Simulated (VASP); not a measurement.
W, 4 atoms in the cell. Symmetry: Pbcm, No. 57, orthorhombic system. The conventional cell has a = 2.810 Å, b = 4.864 Å, c = 4.924 Å, α = 90.00°, β = 90.00°, γ = 90.00°. W (site symmetry m) has 12 W at 2.70 to 3.06 Å within 3.6 Å. 

| Quantity | Value |
| --- | --- |
| Program | VASP 6.6.1 |
| Task | single point |
| Functional | PBE |
| Potentials or basis | VASP PAW PBE potentials, release 64 (W_sv) |
| Cutoff | 520 eV |
| k mesh | 7 × 5 × 5 |
| Occupations | fermi-dirac, width 0.05 eV |
| Spin | no spin polarisation |
| Dipole correction | no |
| Further INCAR settings | ALGO = Normal; EDIFF = 1e-06; NBANDS = 36 |

Potentials or basis: VASP PAW PBE potentials, release 64 (W_sv).

Run with:

```sh
$ cat potpaw_PBE.64/W_sv/POTCAR > POTCAR
$ mpirun -np 1 vasp_std > vasp.out
```

Hardware: 1 thread of Intel(R) Xeon(R) Platinum 8488C (Sapphire Rapids) (shared host).

How long does it take, and how much memory?

Run time: 37 s on 1 thread of Intel(R) Xeon(R) Platinum 8488C (Sapphire Rapids), with other jobs on the host, peak memory 0.21 GiB. Counts: scf iterations 13, k points 36.
